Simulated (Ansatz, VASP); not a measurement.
**Two plane-wave programs on SnSe**

File INCAR:

```
ALGO     = Normal         # electronic algorithm
EDIFF    = 1E-6           # SCF threshold, eV
ENCUT    = 520            # plane-wave cutoff, eV
GGA      = PE             # functional
ISIF     = 2              # what is computed and relaxed
ISMEAR   = 0              # smearing method
IVDW     = 12             # dispersion correction
LASPH    = T              # aspherical terms in the spheres
LCHARG   = F              # write CHGCAR
LREAL    = F              # projectors in reciprocal space
LWAVE    = F              # write WAVECAR
NBANDS   = 17             # bands
NELM     = 60             # most SCF steps
PREC     = Accurate       # precision mode
SIGMA    = 0.05           # smearing width, eV
```

The input KPOINTS:

```
k-points
0
Gamma
  10 10 10
```

POSCAR

```
SnSe
1.0
    3.3576613853      0.0000000000      0.0000000000
    0.0000000000      3.3576613853      0.0000000000
    0.0000000000      0.0000000000      3.3576613853
Se Sn
1 1
Direct
    0.0000000000      0.0000000000      0.0000000000
    0.5000000000      0.5000000000      0.5000000000
```

Input for Ansatz:

```yaml
crystal:
  lattice:
    - [3.3576613853, 0.0, 0.0]
    - [0.0, 3.3576613853, 0.0]
    - [0.0, 0.0, 3.3576613853]
  atoms:
    - { symbol: Se, position: [0.0, 0.0, 0.0] }
    - { symbol: Sn, position: [0.5, 0.5, 0.5] }
basis:
  ecutwfc: 420
  ecutrho_ratio: 4
kpoints:
  mp_grid: { grid: [10, 10, 10] }
hamiltonian:
  xc: pbe
  dispersion: d3bj
scf:
  occupations: { method: gaussian, width: 0.05 }
output:
  forces: true
  stress: true
  eigenvalues: true
```

Alike in both runs: task single point; functional PBE; dispersion D3(BJ); k mesh 10 × 10 × 10; occupations gaussian, width 0.05 eV; no spin polarisation.

|  | VASP | Ansatz |
| --- | --- | --- |
| version | VASP 6.6.1 | Ansatz 0.2.0 |
| potentials or method | VASP PAW PBE potentials, release 64 (Se, Sn_d), cutoff 520 eV | scalar-relativistic, plane waves, PAW |
| valence electrons in the cell | 20 | 30 |

```tsv
	VASP	Ansatz	Ansatz less VASP
gap on the k mesh at the Fermi level (eV)	none	none	-
pressure (GPa)	20.7	20.6	-0.12
```

A gap of «none» marks a metal or a gap that the smearing closes. VASP's potentials hold 20 valence electrons a cell and Ansatz's 30, so a difference there can come from the potentials and not from the codes.
